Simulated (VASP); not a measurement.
**Te: single point with PBE**

Te:

```
CELL_PARAMETERS angstrom
1.90790 1.10153 9.22078
-1.90790 1.10153 9.22078
0.00000 -2.20306 9.22078
ATOMIC_POSITIONS crystal
Te 0.00000 0.00000 0.00000
Te 0.22222 0.22222 0.22222
Te 0.77778 0.77778 0.77778
```

| Quantity | Value |
| --- | --- |
| Program | VASP 6.6.1 |
| Task | single point |
| Functional | PBE |
| Potentials or basis | VASP PAW PBE potentials, release 64 (Te) |
| Cutoff | 520 eV |
| k mesh | 6 × 6 × 6 |
| Occupations | gaussian, width 0.1 eV |
| Spin | no spin polarisation |

- Pressure: -7.7 GPa
- Largest force: 0.030 eV/Å
- Band gap on the k mesh: zero (band 9 reaches 5.51 eV, above the bottom of band 10 at 3.39 eV)

Forces on the atoms (eV/Å):
```
Te   0.000  0.000  0.000
Te   0.000  0.000 -0.030
Te   0.000  0.000  0.030
```

Stress tensor (GPa, compression positive):
```
-6.68  0.00  0.00
 0.00 -6.68  0.00
 0.00  0.00 -9.79
```

Levels at points of the mesh, in eV from the Fermi level:
| k point | band 5 | band 6 | band 7 | band 8 | band 9 | band 10 | band 11 | band 12 | band 13 | band 14 |
| --- | --- | --- | --- | --- | --- | --- | --- | --- | --- | --- |
| (0.00, 0.00, 0.00) | -2.80 | 1.04 | 1.04 | 1.05 | 1.05 | 1.65 | 1.65 | 1.77 | 6.34 | 6.41 |
| (0.50, 0.00, 0.00) | -3.44 | -3.16 | -1.13 | -0.63 | -0.29 | -0.29 | 0.38 | 0.96 | 4.87 | 5.35 |
| (0.50, 0.50, 0.00) | -3.49 | -2.94 | -1.49 | -0.60 | -0.52 | 0.47 | 0.47 | 0.47 | 4.79 | 5.02 |
| (0.50, 0.50, 0.50) | -0.14 | -0.13 | 0.86 | 0.86 | 1.43 | 1.43 | 1.44 | 1.44 | 6.00 | 7.23 |

Run time: 7.9 min on 1 thread of AMD EPYC 7R43 64-Core Processor (Zen 3), on a shared host, peak memory 0.63 GiB.

Caveat: spin-orbit coupling is left out, which moves the levels of the heavy elements.
